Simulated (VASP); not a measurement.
# KBr (Fm-3m) in VASP: a series of runs

KBr is run at these levels: PBE; tasks: single point.

Everything below comes from runs of VASP 6.6.1. Logs are shortened: lines on timing, memory, paths and dates and some standing lists are left out, and cuts for length are marked.

### 1 The cell of the first run

Symmetry: Fm-3m, No. 225, cubic system. Conventional cell: a = 6.604 Å, b = 6.604 Å, c = 6.604 Å, α = 90.00°, β = 90.00°, γ = 90.00°. K (site symmetry m-3m) has 6 Br at 3.30 Å within 4.3 Å. Within 4.3 Å of Br (site symmetry m-3m) lie 6 K at 3.30 Å.

### 2 Single point, PBE

Input file INCAR:

```
SYSTEM = KBr
ALGO = Normal ; EDIFF = 1E-6
ENCUT = 520 ; GGA = PE
ISIF = 2 ; ISMEAR = 0
LASPH = .TRUE. ; LCHARG = .FALSE.
LREAL = .FALSE. ; LWAVE = .FALSE.
NBANDS = 15 ; NELM = 100
PREC = Accurate ; SIGMA = 0.01
```

Input file KPOINTS:

```
k-points
0
G
  4 4 4
  0 0 0
```

Input file POSCAR:

```
KBr
1.0
    0.0000000000      3.3022478341      3.3022478341
    3.3022478341      0.0000000000      3.3022478341
    3.3022478341      3.3022478341      0.0000000000
K Br
1 1
Direct
    0.0000000000      0.0000000000      0.0000000000
    0.5000000000      0.5000000000      0.5000000000
```

Potentials or basis: VASP PAW PBE potentials, release 64 (K_sv, Br).

Launch:

```console
> cat potpaw_PBE.64/K_sv/POTCAR potpaw_PBE.64/Br/POTCAR > POTCAR
> mpirun -np 1 vasp_std > vasp.out
```

OUTCAR:

```text
SYSTEM = KBr
   EDIFF = 1E-6
   ENCUT = 520
   GGA = PE
   ISIF = 2
   ISMEAR = 0
   LASPH = .TRUE.
   LREAL = .FALSE.
   NELM = 100
   PREC = Accurate

 ion  position               nearest neighbor table
   1  0.000  0.000  0.000-   2 3.30   2 3.30   2 3.30   2 3.30   2 3.30   2 3.30
   2  0.500  0.500  0.500-   1 3.30   1 3.30   1 3.30   1 3.30   1 3.30   1 3.30

  LATTYP: Found a face centered cubic cell.
 ALAT       =     6.6044956682

  Lattice vectors:

 A1 = (   0.0000000000,   3.3022478341,   3.3022478341)
 A2 = (   3.3022478341,   0.0000000000,   3.3022478341)
 A3 = (   3.3022478341,   3.3022478341,   0.0000000000)

Analysis of symmetry for initial positions (statically):
=====================================================================
 Subroutine PRICEL returns:
 Original cell was already a primitive cell.

 Routine SETGRP: Setting up the symmetry group for a
 face centered cubic supercell.

 Subroutine GETGRP returns: Found 48 space group operations
 (whereof 48 operations were pure point group operations)
 out of a pool of 48 trial point group operations.

The static configuration has the point symmetry O_h .

Analysis of symmetry for dynamics (positions and initial velocities):
=====================================================================
 Subroutine PRICEL returns:
 Original cell was already a primitive cell.

 Routine SETGRP: Setting up the symmetry group for a
 face centered cubic supercell.

 Subroutine GETGRP returns: Found 48 space group operations
 (whereof 48 operations were pure point group operations)
 out of a pool of 48 trial point group operations.

The dynamic configuration has the point symmetry O_h .

 Subroutine INISYM returns: Found 48 space group operations
 (whereof 48 operations are pure point group operations),
 and found     1 'primitive' translations

----------------------------------------------------------------------------------------

                                     Primitive cell

  volume of cell :      72.0210

  direct lattice vectors                    reciprocal lattice vectors
     0.000000000  3.302247834  3.302247834    -0.151412015  0.151412015  0.151412015
     3.302247834  0.000000000  3.302247834     0.151412015 -0.151412015  0.151412015
     3.302247834  3.302247834  0.000000000     0.151412015  0.151412015 -0.151412015

  length of vectors
[... 74 lines left out ...]
   TEBEG  =    0.0;   TEEND  =   0.0 temperature during run
   PSTRESS=    0.0 pullay stress
   NELECT =      16.0000    total number of electrons
   NUPDOWN=      -1.0000    fix difference up-down
   EMIN   =  10.00;   EMAX   =-10.00  energy-range for DOS
   EFERMI =   0.00;   METHOD = LEGACY
   ISMEAR =     0;   SIGMA  =   0.01  broadening in eV -4-tet -1-fermi 0-gaus
   EFERMI_NEDOS =   21; number of points for ismear=-14 and -15
   IALGO  =     38    algorithm
   IMIX   =      4    mixing-type and parameters
     AMIX     =   0.40;   BMIX     =  1.00
     AMIX_MAG =   1.60;   BMIX_MAG =  1.00
  volume/ion in A,a.u.               =      36.01       243.01
  Fermi-wavevector in a.u.,A,eV,Ry     =   0.991506  1.873674 13.375661  0.983083
  Thomas-Fermi vector in A             =   2.123252
   LORBIT       =      0    0 simple, 1 ext, 2 COOP (PROOUT), +10 PAW based schemes
   GGA     = PE    functional components
   LHFCALC =     F    Hartree Fock is set to
   AEXX    =    0.0000 exact exchange contribution
   IVDW    =     0    specifies the selected vdW correction
   LEPSILON=     F    determine dielectric tensor
   LRPA    =     F    only Hartree local field effects (RPA)
 non-spin polarized calculation
 Gauss-broadening in eV      SIGMA  =   0.01
  energy-cutoff  :      520.00
  volume of cell :       72.02
 maximum number of plane-waves:      1964
 NGX is ok and might be reduce to    36
   NGX = 17   NGY = 17   NGZ = 17

 number of electron      15.9999997 magnetization

 Free energy of the ion-electron system (eV)
  ---------------------------------------------------
  ext. energy  EPLUGINS =         0.00000000
  ---------------------------------------------------
  free energy    TOTEN  =        -6.21535686 eV

  energy without entropy =       -6.21535686  energy(sigma->0) =       -6.21535686

 E-fermi :  -1.6929     XC(G=0):  -7.3621

 val. band max:       -1.7480383888   @ k =   0.0000   0.0000   0.0000
 cond. band min:       2.6801137356   @ k =   0.0000   0.0000   0.0000
 fundamental gap:      4.4281521244
 Fermi energy:        -1.6929178052

 k-point     1 :       0.0000    0.0000    0.0000
  band No.  band energies     occupation
      1     -29.5344      2.00000
      2     -14.0376      2.00000
      3     -13.0115      2.00000
      4     -13.0115      2.00000
      5     -13.0115      2.00000
      6      -1.7480      2.00000
      7      -1.7480      2.00000
      8      -1.7480      2.00000
      9       2.6801      0.00000
     10       5.8551      0.00000
     11       5.8551      0.00000
     12       5.8551      0.00000
     13       6.6770      0.00000
     14       6.6770      0.00000
[... 113 lines left out ...]
      2     -14.0368      2.00000
      3     -13.0740      2.00000
      4     -13.0740      2.00000
      5     -12.9155      2.00000
      6      -2.3336      2.00000
      7      -2.3336      2.00000
      8      -2.2826      2.00000
      9       5.6363      0.00000
     10       5.6363      0.00000
     11       6.5017      0.00000
     12       7.2462      0.00000
     13       8.9392      0.00000
     14       9.0433      0.00000
     15       9.2649      0.00000

------------------------ aborting loop because EDIFF is reached ----------------------------------------

  FORCE on cell =-STRESS in cart. coord.  units (eV):
  Direction    XX          YY          ZZ          XY          YZ          ZX
  --------------------------------------------------------------------------------------
  -------------------------------------------------------------------------------------
  Total        0.3259534      0.3259534      0.3259534      0.0000000      0.0000000      0.0000000
  in kB        7.2511531      7.2511531      7.2511531      0.0000000      0.0000000      0.0000000
  external PRESSURE =       7.2511531 kB  Pullay stress =       0.0000000 kB

 VOLUME and BASIS-vectors are now :
 -----------------------------------------------------------------------------
  energy-cutoff  :      520.00
  volume of cell :       72.02
      direct lattice vectors                 reciprocal lattice vectors
     0.000000000  3.302247834  3.302247834    -0.151412015  0.151412015  0.151412015
     3.302247834  0.000000000  3.302247834     0.151412015 -0.151412015  0.151412015
     3.302247834  3.302247834  0.000000000     0.151412015  0.151412015 -0.151412015

 POSITION                                       TOTAL-FORCE (eV/Angst)
 -----------------------------------------------------------------------------------
      0.00000      0.00000      0.00000        -0.000000     -0.000000     -0.000000
      3.30225      3.30225      3.30225         0.000000      0.000000      0.000000
 -----------------------------------------------------------------------------------
    total drift:                                0.000000      0.000000      0.000000

  FREE ENERGIE OF THE ION-ELECTRON SYSTEM (eV)
  ---------------------------------------------------
  free  energy   TOTEN  =        -6.2153568581 eV

  energy  without entropy=       -6.2153568581  energy(sigma->0) =       -6.21535686
```

stdout:

```text
POSCAR found type information on POSCAR K Br
 POSCAR found :  2 types and       2 ions
 scaLAPACK will be used
 LDA part: xc-table for (Slater+PW92), standard interpolation
 POSCAR, INCAR and KPOINTS ok, starting setup
 FFT: planning ... GRIDC
 FFT: planning ... GRID_SOFT
 FFT: planning ... GRID
 WAVECAR not read
 entering main loop
```

It took 28 s on 1 thread of Intel Xeon 8259CL, shared host; peak memory 0.2 GiB.

Results:

| Item | Value |
| --- | --- |
| Free energy | -6.2154 eV |
| Pressure | 0.7 GPa |
| Band gap on the k mesh | 4.43 eV |

[end of part 1 of 2]
